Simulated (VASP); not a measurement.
# In3Se (Pm-3m) in VASP: notebook, part 2 of 2

VASP 6.6.1. The steps go on from the part before.

## Step 3: Single point, PBE

Input file INCAR:

```
SYSTEM = In3Se
PREC = Accurate ; ENCUT = 520
EDIFF = 1E-7 ; ISMEAR = -1
SIGMA = 0.5 ; LREAL = .FALSE.
LASPH = .TRUE. ; NELM = 80
ALGO = Normal ; ISIF = 2
LWAVE = .FALSE. ; LCHARG = .FALSE.
GGA = PE ; NBANDS = 30
```

Input file KPOINTS:

```
regular mesh
0
G
  10 10 10
  0 0 0
```

Input file POSCAR:

```
In3Se
1.0
    4.8037580000      0.0000000000      0.0000000000
    0.0000000000      4.8037580000      0.0000000000
    0.0000000000      0.0000000000      4.8037580000
In Se
3 1
Direct
    0.0000000000      0.5000000000      0.5000000000
    0.5000000000      0.0000000000      0.5000000000
    0.5000000000      0.5000000000      0.0000000000
    0.0000000000      0.0000000000      0.0000000000
```

Potentials or basis: VASP PAW PBE potentials, release 64 (In_d, Se).

Started as:

```console
> cat potpaw_PBE.64/In_d/POTCAR potpaw_PBE.64/Se/POTCAR > POTCAR
> mpirun -np 1 vasp_std > vasp.out
```

OUTCAR:

```text
SYSTEM = In3Se
   PREC = Accurate
   ENCUT = 520
   EDIFF = 1E-7
   ISMEAR = -1
   LREAL = .FALSE.
   LASPH = .TRUE.
   NELM = 80
   ISIF = 2
   GGA = PE

 ion  position               nearest neighbor table
   1  0.000  0.500  0.500-   2 3.40   3 3.40   4 3.40   3 3.40   4 3.40   2 3.40   4 3.40   4 3.40
                             2 3.40   3 3.40   3 3.40   2 3.40
   2  0.500  0.000  0.500-   1 3.40   3 3.40   4 3.40   3 3.40   4 3.40   1 3.40   3 3.40   3 3.40
                             1 3.40   4 3.40   4 3.40   1 3.40
   3  0.500  0.500  0.000-   1 3.40   2 3.40   4 3.40   1 3.40   2 3.40   2 3.40   4 3.40   2 3.40
                             1 3.40   4 3.40   1 3.40   4 3.40
   4  0.000  0.000  0.000-   1 3.40   2 3.40   3 3.40   1 3.40   2 3.40   1 3.40   3 3.40   1 3.40
                             2 3.40   3 3.40   2 3.40   3 3.40

  LATTYP: Found a simple cubic cell.
 ALAT       =     4.8037580000

  Lattice vectors:

 A1 = (   4.8037580000,   0.0000000000,   0.0000000000)
 A2 = (   0.0000000000,   4.8037580000,   0.0000000000)
 A3 = (   0.0000000000,   0.0000000000,   4.8037580000)

Analysis of symmetry for initial positions (statically):
=====================================================================
 Subroutine PRICEL returns:
 Original cell was already a primitive cell.

 Routine SETGRP: Setting up the symmetry group for a
 simple cubic supercell.

 Subroutine GETGRP returns: Found 48 space group operations
 (whereof 48 operations were pure point group operations)
 out of a pool of 48 trial point group operations.

The static configuration has the point symmetry O_h .

Analysis of symmetry for dynamics (positions and initial velocities):
=====================================================================
 Subroutine PRICEL returns:
 Original cell was already a primitive cell.

 Routine SETGRP: Setting up the symmetry group for a
 simple cubic supercell.

 Subroutine GETGRP returns: Found 48 space group operations
 (whereof 48 operations were pure point group operations)
 out of a pool of 48 trial point group operations.

The dynamic configuration has the point symmetry O_h .

 Subroutine INISYM returns: Found 48 space group operations
 (whereof 48 operations are pure point group operations),
 and found     1 'primitive' translations

----------------------------------------------------------------------------------------

                                     Primitive cell

  volume of cell :     110.8520

  direct lattice vectors                    reciprocal lattice vectors
     4.803758000  0.000000000  0.000000000     0.208170353  0.000000000  0.000000000
     0.000000000  4.803758000  0.000000000     0.000000000  0.208170353  0.000000000
     0.000000000  0.000000000  4.803758000     0.000000000  0.000000000  0.208170353

  length of vectors
     4.803758000  4.803758000  4.803758000     0.208170353  0.208170353  0.208170353

  position of ions in fractional coordinates (direct lattice)
     0.000000000  0.500000000  0.500000000
     0.500000000  0.000000000  0.500000000
     0.500000000  0.500000000  0.000000000
     0.000000000  0.000000000  0.000000000

  ion indices of the primitive-cell ions
   primitive index   ion index
                 1           1
                 2           2
                 3           3
                 4           4

----------------------------------------------------------------------------------------

 KPOINTS: regular mesh

Automatic generation of k-mesh.
 Grid dimensions read from file:
 generate k-points for:   10   10   10

 Generating k-lattice:

  Cartesian coordinates                     Fractional coordinates (reciprocal lattice)
     0.020817035  0.000000000  0.000000000     0.100000000  0.000000000  0.000000000
     0.000000000  0.020817035  0.000000000     0.000000000  0.100000000  0.000000000
     0.000000000  0.000000000  0.020817035     0.000000000  0.000000000  0.100000000

  Length of vectors
     0.020817035  0.020817035  0.020817035

  Shift w.r.t. Gamma in fractional coordinates (k-lattice)
     0.000000000  0.000000000  0.000000000

 Subroutine IBZKPT returns following result:
 ===========================================

 Found     56 irreducible k-points:

 Following reciprocal coordinates:
            Coordinates               Weight
  0.000000  0.000000  0.000000      1.000000
  0.100000  0.000000  0.000000      6.000000
  0.200000  0.000000  0.000000      6.000000
  0.300000  0.000000  0.000000      6.000000
  0.400000  0.000000  0.000000      6.000000
  0.500000  0.000000  0.000000      3.000000
[... 16 lines left out ...]
  0.200000  0.100000  0.100000     24.000000
  0.300000  0.100000  0.100000     24.000000
 [... further k-points ...]
   k-points           NKPTS =     56   k-points in BZ     NKDIM =     56   number of bands    NBANDS=     30
   number of dos      NEDOS =    301   number of ions     NIONS =      4
   total plane-waves  NPLWV =  46656
   dimension x,y,z NGX =    36 NGY =   36 NGZ =   36
   dimension x,y,z NGXF=    72 NGYF=   72 NGZF=   72
   ions per type =               3   1
   NGX,Y,Z   is equivalent  to a cutoff of  12.46, 12.46, 12.46 a.u.
   NGXF,Y,Z  is equivalent  to a cutoff of  24.92, 24.92, 24.92 a.u.
 SYSTEM =  In3Se
   PREC   = accura    normal or accurate (medium, high low for compatibility)
   ISTART =      0    job   : 0-new  1-cont  2-samecut
   ICHARG =      2    charge: 1-file 2-atom 10-const
   ISPIN  =      1    spin polarized calculation?
   LNONCOLLINEAR =      F non collinear calculations
   LSORBIT =      F    spin-orbit coupling
   LASPH  =      T    aspherical Exc in radial PAW
   ENCUT  =  520.0 eV  38.22 Ry    6.18 a.u.   8.93  8.93  8.93*2*pi/ulx,y,z
   NELM   =     80;   NELMIN=  2; NELMDL= -5     # of ELM steps
   EDIFF  = 0.1E-06   stopping-criterion for ELM
   LREAL  =      F    real-space projection
   EDIFFG = 0.1E-05   stopping-criterion for IOM
   NSW    =      0    number of steps for IOM
   IBRION =     -1    ionic relax: 0-MD 1-quasi-New 2-CG
   NFREE  =      0    steps in history (QN), initial steepest desc. (CG)
   ISIF   =      2    stress and relaxation
   ISYM   =      2    0-nonsym 1-usesym 2-fastsym
   POTIM  = 0.5000    time-step for ionic-motion
   TEBEG  =    0.0;   TEEND  =   0.0 temperature during run
   PSTRESS=    0.0 pullay stress
   NELECT =      45.0000    total number of electrons
   NUPDOWN=      -1.0000    fix difference up-down
   EMIN   =  10.00;   EMAX   =-10.00  energy-range for DOS
   EFERMI =   0.00;   METHOD = LEGACY
   ISMEAR =    -1;   SIGMA  =   0.50  broadening in eV -4-tet -1-fermi 0-gaus
   EFERMI_NEDOS =   21; number of points for ismear=-14 and -15
   IALGO  =     38    algorithm
   IMIX   =      4    mixing-type and parameters
     AMIX     =   0.40;   BMIX     =  1.00
     AMIX_MAG =   1.60;   BMIX_MAG =  1.00
  volume/ion in A,a.u.               =      27.71       187.02
  Fermi-wavevector in a.u.,A,eV,Ry     =   1.212173  2.290675 19.991897  1.469363
  Thomas-Fermi vector in A             =   2.347665
   LORBIT       =      0    0 simple, 1 ext, 2 COOP (PROOUT), +10 PAW based schemes
   GGA     = PE    functional components
   LHFCALC =     F    Hartree Fock is set to
   AEXX    =    0.0000 exact exchange contribution
   IVDW    =     0    specifies the selected vdW correction
   LEPSILON=     F    determine dielectric tensor
   LRPA    =     F    only Hartree local field effects (RPA)
 non-spin polarized calculation
  energy-cutoff  :      520.00
  volume of cell :      110.85
 maximum number of plane-waves:      3016
 NGX is ok and might be reduce to    36
   NGX = 17   NGY = 17   NGZ = 17

 number of electron      45.0000024 magnetization

 Free energy of the ion-electron system (eV)
  ---------------------------------------------------
  ext. energy  EPLUGINS =         0.00000000
  ---------------------------------------------------
  free energy    TOTEN  =       -12.34946582 eV

  energy without entropy =      -10.87378706  energy(sigma->0) =      -11.61162644

 E-fermi :   5.8588     XC(G=0):  -9.7458

 val. band max:        5.8477446415   @ k =   0.5000   0.4000   0.0000
 cond. band min:       5.8819754142   @ k =   0.5000   0.0000   0.0000
 fundamental gap:      0.0342307727
 Fermi energy:         5.8588139393

 k-point     1 :       0.0000    0.0000    0.0000
  band No.  band energies     occupation
      1      -8.8145      2.00000
      2      -8.8094      2.00000
      3      -8.8094      2.00000
      4      -8.8094      2.00000
      5      -8.6947      2.00000
      6      -8.6947      2.00000
[... 781 lines left out ...]
     29      10.7744      0.00011
     30      12.7281      0.00000

 [... further k-points ...]
[... 5 lines left out ...]
  --------------------------------------------------------------------------------------
  -------------------------------------------------------------------------------------
  Total       -0.0049309     -0.0049309     -0.0049309      0.0000000      0.0000000      0.0000000
  in kB       -0.0712681     -0.0712681     -0.0712681      0.0000000      0.0000000      0.0000000
  external PRESSURE =      -0.0712681 kB  Pullay stress =       0.0000000 kB

 VOLUME and BASIS-vectors are now :
 -----------------------------------------------------------------------------
  energy-cutoff  :      520.00
  volume of cell :      110.85
      direct lattice vectors                 reciprocal lattice vectors
     4.803758000  0.000000000  0.000000000     0.208170353  0.000000000  0.000000000
     0.000000000  4.803758000  0.000000000     0.000000000  0.208170353  0.000000000
     0.000000000  0.000000000  4.803758000     0.000000000  0.000000000  0.208170353

 POSITION                                       TOTAL-FORCE (eV/Angst)
 -----------------------------------------------------------------------------------
      0.00000      2.40188      2.40188         0.000000      0.000000      0.000000
      2.40188      0.00000      2.40188         0.000000      0.000000      0.000000
      2.40188      2.40188      0.00000         0.000000      0.000000      0.000000
      0.00000      0.00000      0.00000         0.000000      0.000000      0.000000
 -----------------------------------------------------------------------------------
    total drift:                                0.000000      0.000000      0.000000

  FREE ENERGIE OF THE ION-ELECTRON SYSTEM (eV)
  ---------------------------------------------------
  free  energy   TOTEN  =       -12.3494658199 eV

  energy  without entropy=      -10.8737870608  energy(sigma->0) =      -11.61162644
```

stdout:

```text
POSCAR found type information on POSCAR InSe
 POSCAR found :  2 types and       4 ions
 scaLAPACK will be used
 LDA part: xc-table for (Slater+PW92), standard interpolation
 POSCAR, INCAR and KPOINTS ok, starting setup
 FFT: planning ... GRIDC
 FFT: planning ... GRID_SOFT
 FFT: planning ... GRID
 WAVECAR not read
 entering main loop
```

Run time: 78 s. Hardware: 1 thread of AMD EPYC 9R45 (Zen 5), shared host; peak memory 0.27 GiB.

What came out:

| Property | Result |
| --- | --- |
| Free energy | -12.3495 eV |
| Pressure | 0.0 GPa |
| Band gap on the k mesh | zero (an odd number of electrons rules out a gap without spin polarisation) |

Levels at points of the mesh, in eV from the Fermi level:
```csv
k point,band 20,band 21,band 22,band 23,band 24,band 25
"(0.00, 0.00, 0.00)",-3.20,-2.11,-2.11,1.21,1.21,1.21
"(0.50, 0.00, 0.00)",-2.42,-1.56,-1.01,0.02,0.02,1.50
"(0.50, 0.50, 0.00)",-1.94,-0.74,-0.66,-0.66,1.51,1.89
"(0.50, 0.50, 0.50)",-4.09,-4.09,-4.09,-3.06,3.05,3.05
```

Caveat: so wide a smearing shifts energies and pressures; spin-orbit coupling is left out, which moves the levels of the heavy elements.
